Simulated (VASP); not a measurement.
# GaAs (zincblende type) (F-43m) in VASP: notebook

GaAs (zincblende type) is run at these levels: PBE; tasks: single point.

Program: VASP 6.6.1. These are calculated values, not measurements. Logs are shortened: lines on timing, memory, paths and dates and some standing lists are left out, and cuts for length are marked.

**1. The cell of the first run**

Symmetry: F-43m, No. 216, cubic system. The conventional cell has a = 4.707 Å, b = 4.707 Å, c = 4.707 Å, α = 90.00°, β = 90.00°, γ = 90.00°. Within 2.7 Å of Ga (site symmetry -43m) lie 4 As at 2.04 Å. Within 2.7 Å of As (site symmetry -43m) lie 4 Ga at 2.04 Å.

**2. Single point, PBE (volume scaled by 0.55)**

Contents of INCAR:

```
ALGO = Normal
EDIFF = 1E-7
ENCUT = 520
GGA = PE
ISIF = 2
ISMEAR = -1
LASPH = T
LCHARG = F
LREAL = F
LWAVE = F
NBANDS = 16
NELM = 60
PREC = Accurate
SIGMA = 0.05
```

Contents of KPOINTS:

```
k-points
0
Gamma
  13 13 13
```

Contents of POSCAR:

```
GaAs
1.0
    0.0000000000      2.3537337126      2.3537337126
    2.3537337126      0.0000000000      2.3537337126
    2.3537337126      2.3537337126      0.0000000000
Ga As
1 1
Direct
    0.0000000000      0.0000000000      0.0000000000
    0.2500000000      0.2500000000      0.2500000000
```

Potentials or basis: VASP PAW PBE potentials, release 64 (Ga_d, As).

Launch:

```bash
$ cat potpaw_PBE.64/Ga_d/POTCAR potpaw_PBE.64/As/POTCAR > POTCAR
$ mpirun -np 1 vasp_std > vasp.out
```

OUTCAR:

```text
EDIFF = 1E-7
   ENCUT = 520
   GGA = PE
   ISIF = 2
   ISMEAR = -1
   LASPH = T
   LREAL = F
   NELM = 60
   PREC = Accurate

 ion  position               nearest neighbor table
   1  0.000  0.000  0.000-   2 2.04   2 2.04   2 2.04   2 2.04
   2  0.250  0.250  0.250-   1 2.04   1 2.04   1 2.04   1 2.04

  LATTYP: Found a face centered cubic cell.
 ALAT       =     4.7074674252

  Lattice vectors:

 A1 = (   0.0000000000,   2.3537337126,   2.3537337126)
 A2 = (   2.3537337126,   0.0000000000,   2.3537337126)
 A3 = (   2.3537337126,   2.3537337126,   0.0000000000)

Analysis of symmetry for initial positions (statically):
=====================================================================
 Subroutine PRICEL returns:
 Original cell was already a primitive cell.

 Routine SETGRP: Setting up the symmetry group for a
 face centered cubic supercell.

 Subroutine GETGRP returns: Found 24 space group operations
 (whereof 24 operations were pure point group operations)
 out of a pool of 48 trial point group operations.

The static configuration has the point symmetry T_d .

Analysis of symmetry for dynamics (positions and initial velocities):
=====================================================================
 Subroutine PRICEL returns:
 Original cell was already a primitive cell.

 Routine SETGRP: Setting up the symmetry group for a
 face centered cubic supercell.

 Subroutine GETGRP returns: Found 24 space group operations
 (whereof 24 operations were pure point group operations)
 out of a pool of 48 trial point group operations.

The dynamic configuration has the point symmetry T_d .

 Subroutine INISYM returns: Found 24 space group operations
 (whereof 24 operations are pure point group operations),
 and found     1 'primitive' translations

----------------------------------------------------------------------------------------

                                     Primitive cell

  volume of cell :      26.0797

  direct lattice vectors                    reciprocal lattice vectors
     0.000000000  2.353733713  2.353733713    -0.212428448  0.212428448  0.212428448
     2.353733713  0.000000000  2.353733713     0.212428448 -0.212428448  0.212428448
     2.353733713  2.353733713  0.000000000     0.212428448  0.212428448 -0.212428448

  length of vectors
     3.328682139  3.328682139  3.328682139     0.367936865  0.367936865  0.367936865

  position of ions in fractional coordinates (direct lattice)
     0.000000000  0.000000000  0.000000000
     0.250000000  0.250000000  0.250000000

  ion indices of the primitive-cell ions
   primitive index   ion index
                 1           1
                 2           2

----------------------------------------------------------------------------------------

 KPOINTS: k-points

Automatic generation of k-mesh.
 Grid dimensions read from file:
 generate k-points for:   13   13   13

 Generating k-lattice:

  Cartesian coordinates                     Fractional coordinates (reciprocal lattice)
    -0.016340650  0.016340650  0.016340650     0.076923077  0.000000000  0.000000000
     0.016340650 -0.016340650  0.016340650     0.000000000  0.076923077  0.000000000
     0.016340650  0.016340650 -0.016340650     0.000000000  0.000000000  0.076923077

  Length of vectors
     0.028302836  0.028302836  0.028302836

  Shift w.r.t. Gamma in fractional coordinates (k-lattice)
     0.000000000  0.000000000  0.000000000

 Subroutine IBZKPT returns following result:
 ===========================================

 Found     84 irreducible k-points:

 Following reciprocal coordinates:
            Coordinates               Weight
  0.000000  0.000000  0.000000      1.000000
  0.076923  0.000000  0.000000      8.000000
  0.153846  0.000000  0.000000      8.000000
  0.230769  0.000000  0.000000      8.000000
  0.307692  0.000000  0.000000      8.000000
  0.384615  0.000000  0.000000      8.000000
[... 16 lines left out ...]
  0.384615  0.153846  0.000000     24.000000
  0.461538  0.153846  0.000000     24.000000
 [... further k-points ...]
   k-points           NKPTS =     84   k-points in BZ     NKDIM =     84   number of bands    NBANDS=     16
   number of dos      NEDOS =    301   number of ions     NIONS =      2
   total plane-waves  NPLWV =  21952
   dimension x,y,z NGX =    28 NGY =   28 NGZ =   28
   dimension x,y,z NGXF=    56 NGYF=   56 NGZF=   56
   ions per type =               1   1
   NGX,Y,Z   is equivalent  to a cutoff of  13.98, 13.98, 13.98 a.u.
   NGXF,Y,Z  is equivalent  to a cutoff of  27.97, 27.97, 27.97 a.u.
 SYSTEM =  unknown system
   PREC   = accura    normal or accurate (medium, high low for compatibility)
   ISTART =      0    job   : 0-new  1-cont  2-samecut
   ICHARG =      2    charge: 1-file 2-atom 10-const
   ISPIN  =      1    spin polarized calculation?
   LNONCOLLINEAR =      F non collinear calculations
   LSORBIT =      F    spin-orbit coupling
   LASPH  =      T    aspherical Exc in radial PAW
   ENCUT  =  520.0 eV  38.22 Ry    6.18 a.u.   6.19  6.19  6.19*2*pi/ulx,y,z
   NELM   =     60;   NELMIN=  2; NELMDL= -5     # of ELM steps
   EDIFF  = 0.1E-06   stopping-criterion for ELM
   LREAL  =      F    real-space projection
   EDIFFG = 0.1E-05   stopping-criterion for IOM
   NSW    =      0    number of steps for IOM
   IBRION =     -1    ionic relax: 0-MD 1-quasi-New 2-CG
   NFREE  =      0    steps in history (QN), initial steepest desc. (CG)
   ISIF   =      2    stress and relaxation
   ISYM   =      2    0-nonsym 1-usesym 2-fastsym
   POTIM  = 0.5000    time-step for ionic-motion
   TEBEG  =    0.0;   TEEND  =   0.0 temperature during run
   PSTRESS=    0.0 pullay stress
   NELECT =      18.0000    total number of electrons
   NUPDOWN=      -1.0000    fix difference up-down
   EMIN   =  10.00;   EMAX   =-10.00  energy-range for DOS
   EFERMI =   0.00;   METHOD = LEGACY
   ISMEAR =    -1;   SIGMA  =   0.05  broadening in eV -4-tet -1-fermi 0-gaus
   EFERMI_NEDOS =   21; number of points for ismear=-14 and -15
   IALGO  =     38    algorithm
   IMIX   =      4    mixing-type and parameters
     AMIX     =   0.40;   BMIX     =  1.00
     AMIX_MAG =   1.60;   BMIX_MAG =  1.00
  volume/ion in A,a.u.               =      13.04        88.00
  Fermi-wavevector in a.u.,A,eV,Ry     =   1.446766  2.733992 28.478794  2.093132
  Thomas-Fermi vector in A             =   2.564797
   LORBIT       =      0    0 simple, 1 ext, 2 COOP (PROOUT), +10 PAW based schemes
   GGA     = PE    functional components
   LHFCALC =     F    Hartree Fock is set to
   AEXX    =    0.0000 exact exchange contribution
   IVDW    =     0    specifies the selected vdW correction
   LEPSILON=     F    determine dielectric tensor
   LRPA    =     F    only Hartree local field effects (RPA)
 non-spin polarized calculation
  energy-cutoff  :      520.00
  volume of cell :       26.08
 maximum number of plane-waves:       725
 NGX is ok and might be reduce to    28
   NGX = 13   NGY = 13   NGZ = 13

 number of electron      18.0000005 magnetization

 Free energy of the ion-electron system (eV)
  ---------------------------------------------------
  ext. energy  EPLUGINS =         0.00000000
  ---------------------------------------------------
  free energy    TOTEN  =        -2.80297659 eV

  energy without entropy =       -2.80221887  energy(sigma->0) =       -2.80259773

 E-fermi :  10.9902     XC(G=0): -12.3124

 val. band max:       10.9249766281   @ k =   0.4615   0.4615   0.0000
 cond. band min:      11.0966959945   @ k =   0.0000   0.0000   0.0000
 fundamental gap:      0.1717193665
 Fermi energy:        10.9901623053

 k-point     1 :       0.0000    0.0000    0.0000
  band No.  band energies     occupation
      1      -7.3172      2.00000
      2      -6.2287      2.00000
      3      -6.2287      2.00000
      4      -6.2287      2.00000
      5      -5.8856      2.00000
      6      -5.8856      2.00000
[... 8 lines left out ...]
     15      22.5163      0.00000
     16      22.5163      0.00000

 k-point     2 :       0.0769    0.0000    0.0000
  band No.  band energies     occupation
      1      -7.2351      2.00000
      2      -6.2215      2.00000
      3      -6.2215      2.00000
      4      -6.1997      2.00000
      5      -5.8868      2.00000
      6      -5.8868      2.00000
[... 8 lines left out ...]
     15      21.4355      0.00000
     16      21.4355      0.00000

 k-point     3 :       0.1538    0.0000    0.0000
  band No.  band energies     occupation
      1      -7.0351      2.00000
      2      -6.2025      2.00000
      3      -6.2025      2.00000
      4      -6.0663      2.00000
      5      -5.8891      2.00000
      6      -5.8891      2.00000
[... 8 lines left out ...]
     15      20.5327      0.00000
     16      21.3725      0.00000

 k-point     4 :       0.2308    0.0000    0.0000
  band No.  band energies     occupation
      1      -6.8576      2.00000
      2      -6.1788      2.00000
      3      -6.1788      2.00000
      4      -5.8889      2.00000
      5      -5.8889      2.00000
      6      -5.6888      2.00000
[... 8 lines left out ...]
     15      20.4891      0.00000
     16      21.4092      0.00000

 k-point     5 :       0.3077    0.0000    0.0000
  band No.  band energies     occupation
      1      -6.7845      2.00000
      2      -6.1585      2.00000
      3      -6.1585      2.00000
      4      -5.8833      2.00000
      5      -5.8833      2.00000
      6      -4.9948      2.00000
[... 8 lines left out ...]
     15      21.4538      0.00000
     16      22.6374      0.00000

 k-point     6 :       0.3846    0.0000    0.0000
  band No.  band energies     occupation
      1      -6.7688      2.00000
      2      -6.1463      2.00000
      3      -6.1463      2.00000
      4      -5.8736      2.00000
      5      -5.8736      2.00000
      6      -4.0769      2.00000
[... 8 lines left out ...]
     15      23.0774      0.00000
     16      24.3652      0.00000

 k-point     7 :       0.4615    0.0000    0.0000
  band No.  band energies     occupation
      1      -6.7687      2.00000
      2      -6.1413      2.00000
      3      -6.1413      2.00000
      4      -5.8661      2.00000
      5      -5.8661      2.00000
      6      -3.1998      2.00000
[... 8 lines left out ...]
     15      24.9787      0.00000
     16      25.8908      0.00000

 k-point     8 :       0.0769    0.0769    0.0000
  band No.  band energies     occupation
      1      -7.2085      2.00000
      2      -6.2155      2.00000
      3      -6.2155      2.00000
      4      -6.1975      2.00000
      5      -5.8911      2.00000
      6      -5.8825      2.00000
[... 8 lines left out ...]
     15      21.3785      0.00000
     16      22.6352      0.00000

 k-point     9 :       0.1538    0.0769    0.0000
  band No.  band energies     occupation
      1      -7.0499      2.00000
      2      -6.2022      2.00000
      3      -6.1969      2.00000
      4      -6.1042      2.00000
      5      -5.8914      2.00000
      6      -5.8803      2.00000
[... 8 lines left out ...]
     15      21.8890      0.00000
     16      22.1456      0.00000
[... 172 lines left out ...]
 k-point    19 :      -0.0769    0.0769    0.0000
  band No.  band energies     occupation
      1      -7.1138      2.00000
      2      -6.2128      2.00000
      3      -6.2056      2.00000
      4      -6.1395      2.00000
      5      -5.8933      2.00000
      6      -5.8821      2.00000
[... 8 lines left out ...]
     15      20.9586      0.00000
     16      22.1091      0.00000

 k-point    20 :       0.1538    0.1538    0.0000
  band No.  band energies     occupation
      1      -6.9570      2.00000
      2      -6.1778      2.00000
      3      -6.1778      2.00000
      4      -6.0673      2.00000
      5      -5.8738      2.00000
      6      -5.8673      2.00000
[... 8 lines left out ...]
     15      22.9916      0.00000
     16      23.2124      0.00000

 k-point    21 :       0.2308    0.1538    0.0000
  band No.  band energies     occupation
      1      -6.8335      2.00000
      2      -6.1594      2.00000
      3      -6.1515      2.00000
      4      -5.9900      2.00000
      5      -5.8688      2.00000
      6      -5.6742      2.00000
[... 8 lines left out ...]
     15      22.7759      0.00000
     16      23.7637      0.00000

 k-point    22 :       0.3077    0.1538    0.0000
  band No.  band energies     occupation
      1      -6.7613      2.00000
      2      -6.1456      2.00000
      3      -6.1266      2.00000
      4      -5.9654      2.00000
      5      -5.8637      2.00000
      6      -5.1432      2.00000
[... 8 lines left out ...]
     15      23.1966      0.00000
     16      23.8285      0.00000

 k-point    23 :       0.3846    0.1538    0.0000
  band No.  band energies     occupation
      1      -6.7380      2.00000
      2      -6.1362      2.00000
      3      -6.1096      2.00000
      4      -5.9480      2.00000
      5      -5.8591      2.00000
      6      -4.3450      2.00000
[... 8 lines left out ...]
     15      24.5011      0.00000
     16      25.3747      0.00000

 k-point    24 :       0.4615    0.1538    0.0000
  band No.  band energies     occupation
      1      -6.7353      2.00000
      2      -6.1328      2.00000
      3      -6.1021      2.00000
      4      -5.9259      2.00000
      5      -5.8590      2.00000
      6      -3.4040      2.00000
[... 8 lines left out ...]
     15      25.9646      0.00000
     16      26.6558      0.00000

 [... further k-points ...]
[... 5 lines left out ...]
  --------------------------------------------------------------------------------------
  -------------------------------------------------------------------------------------
  Total       22.8163185     22.8163185     22.8163185     -0.0000000      0.0000000     -0.0000000
  in kB     1401.6970971   1401.6970971   1401.6970971     -0.0000000      0.0000000     -0.0000000
  external PRESSURE =    1401.6970971 kB  Pullay stress =       0.0000000 kB

 VOLUME and BASIS-vectors are now :
 -----------------------------------------------------------------------------
  energy-cutoff  :      520.00
  volume of cell :       26.08
      direct lattice vectors                 reciprocal lattice vectors
     0.000000000  2.353733713  2.353733713    -0.212428448  0.212428448  0.212428448
     2.353733713  0.000000000  2.353733713     0.212428448 -0.212428448  0.212428448
     2.353733713  2.353733713  0.000000000     0.212428448  0.212428448 -0.212428448

 POSITION                                       TOTAL-FORCE (eV/Angst)
 -----------------------------------------------------------------------------------
      0.00000      0.00000      0.00000        -0.000000     -0.000000     -0.000000
      1.17687      1.17687      1.17687         0.000000      0.000000      0.000000
 -----------------------------------------------------------------------------------
    total drift:                               -0.000000     -0.000000     -0.000001

  FREE ENERGIE OF THE ION-ELECTRON SYSTEM (eV)
  ---------------------------------------------------
  free  energy   TOTEN  =        -2.8029765891 eV

  energy  without entropy=       -2.8022188659  energy(sigma->0) =       -2.80259773
```

Run time: 36 s. Hardware: 1 thread of Intel Xeon Platinum 8488C (Sapphire Rapids), shared host; peak memory 0.18 GiB.

What came out:

```yaml
Free_energy: -2.8030 eV
Pressure: 140.2 GPa
Band_gap_on_the_k_mesh: zero (band 9 reaches 11.10 eV, above the bottom of band 10 at 10.93 eV)
```

**3. Single point, PBE (volume scaled by 0.55)**

Contents of INCAR:

```
SYSTEM = GaAs
  PREC = Accurate
  ENCUT = 520
  EDIFF = 1E-7
  ISMEAR = -1
  SIGMA = 0.05
  LREAL = .False.
  LASPH = .True.
  NELM = 60
  ALGO = Normal
  ISIF = 2
  LWAVE = .False.
  LCHARG = .False.
  GGA = PE
  NBANDS = 16
```

Contents of KPOINTS:

```
regular mesh
0
Gamma
  13 13 13
  0 0 0
```

POSCAR is that of step 2.

Potentials or basis: VASP PAW PBE potentials, release 64 (Ga_d, As).

Launch:

```bash
$ cat potpaw_PBE.64/Ga_d/POTCAR potpaw_PBE.64/As/POTCAR > POTCAR
$ mpirun -np 1 vasp_std > vasp.out
```

Run time: 35 s. Hardware: 1 thread of Intel Xeon Platinum 8488C (Sapphire Rapids), shared host; peak memory 0.18 GiB.

It converged, with:

* Free energy: -2.8030 eV
* Pressure: 140.2 GPa
* Band gap on the k mesh: zero (band 9 reaches 11.10 eV, above the bottom of band 10 at 10.93 eV)

Levels at points of the mesh, in eV from the Fermi level:
```tsv
k point	band 5	band 6	band 7	band 8	band 9	band 10	band 11	band 12	band 13	band 14
(0.00, 0.00, 0.00)	-16.88	-16.88	0.11	0.11	0.11	3.49	3.49	3.49	5.04	9.47
```

[end of part 1 of 2]
